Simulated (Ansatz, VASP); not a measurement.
## Two plane-wave programs on CuO

Contents of POSCAR:

```
CuO
1.0
    2.8363251100      0.0000000000      0.0000000000
   -1.4181625500      2.4563296000      0.0000000000
    0.0000000000      0.0000000000      2.7681127800
Cu O
1 1
Direct
    0.0000000000      0.0000000000      0.0000000000
    0.6666666667      0.3333333333      0.5000000000
```

File INCAR.step1:

```
ALGO = Normal
EDIFF = 1E-5
ENCUT = 770
GGA = PE
GGA_COMPAT = False
ISMEAR = 0
ISPIN = 2
LASPH = True
LCHARG = False
LDAU = True
LDAUJ = 0 0
LDAUL = 2 -1
LDAUTYPE = 2
LDAUU = 4 0
LMAXMIX = 4
LREAL = False
LWAVE = True
MAGMOM = 1 0
NBANDS = 24
NELM = 200
PREC = Accurate
SIGMA = 0.05
```

File INCAR.step2:

```
ALGO = Normal
EDIFF = 1E-6
ENCUT = 770
GGA_COMPAT = False
ISIF = 2
ISMEAR = 0
ISPIN = 2
ISTART = 1
LASPH = True
LCHARG = False
LDAU = True
LDAUJ = 0 0
LDAUL = 2 -1
LDAUPRINT = 1
LDAUTYPE = 2
LDAUU = 4 0
LMAXMIX = 4
LMIXTAU = True
LORBIT = 11
LREAL = False
LWAVE = False
MAGMOM = 1 0
METAGGA = R2SCAN
NBANDS = 24
NELM = 200
PREC = Accurate
SIGMA = 0.05
```

The input KPOINTS:

```
k-points
0
Gamma
  8 8 7
```

Input for Ansatz:

```yaml
crystal:
  lattice:
    - [2.83632511, 0.0, 0.0]
    - [-1.41816255, 2.4563296, 0.0]
    - [0.0, 0.0, 2.76811278]
  atoms:
    - { symbol: Cu, position: [0.0, 0.0, 0.0], spin: 1.0 }
    - { symbol: O, position: [0.6666666667, 0.3333333333, 0.5] }
basis:
  ecutwfc: 500
  ecutrho_ratio: 4
kpoints:
  mp_grid: { grid: [8, 8, 7] }
hamiltonian:
  xc: r2scan
  hubbard: { sites: [{ site: 0, l: d, u_eff: 4.0 }] }
scf:
  occupations: { method: gaussian, width: 0.05 }
  lower_state_search: "off"
  max_iter: 150
output:
  forces: true
  stress: true
  eigenvalues: true
  populations: true
  hubbard: { sites: [{ site: 0, l: d }] }
magnetization:
  spin_polarized: true
```

Alike in both runs: task single point; functional r2SCAN; k mesh 8 × 8 × 7; occupations gaussian, width 0.05 eV; collinear spin; Hubbard terms Cu d U = 4.0 eV.

|  | VASP | Ansatz |
| --- | --- | --- |
| version | VASP 6.6.1 | Ansatz 0.2.0 |
| potentials or method | VASP PAW PBE potentials, release 64 (Cu_sv_GW, O), cutoff 770 eV | scalar-relativistic, plane waves, PAW |
| valence electrons in the cell | 25 | 25 |

Ansatz gave:

| Property | Result |
| --- | --- |
| gap on the k mesh at the Fermi level (eV) | none |
| pressure (GPa) | -3.5 |
| traceless stress, the component that is largest in VASP (GPa) | -6.43 |
| net moment per atom (μB) | 0.50 |
| size of the moment on the site where the two differ most (μB) | 0.56 |

Question: Estimate VASP's values.

Answer: gap on the k mesh at the Fermi level (eV): none; pressure (GPa): -8.8; traceless stress, the component that is largest in VASP (GPa): -8.60; net moment per atom (μB): 0.50; size of the moment on the site where the two differ most (μB): 0.46.

VASP's potentials were made for PBE, not for r2SCAN. Site moments also hang on the region over which each program counts them. The programs project onto different local orbitals, so the same U acts differently, and such runs can settle in different states. A gap of «none» marks a metal or a gap that the smearing closes. Ansatz's warnings: filled band counts differ across k points, stability check not made.
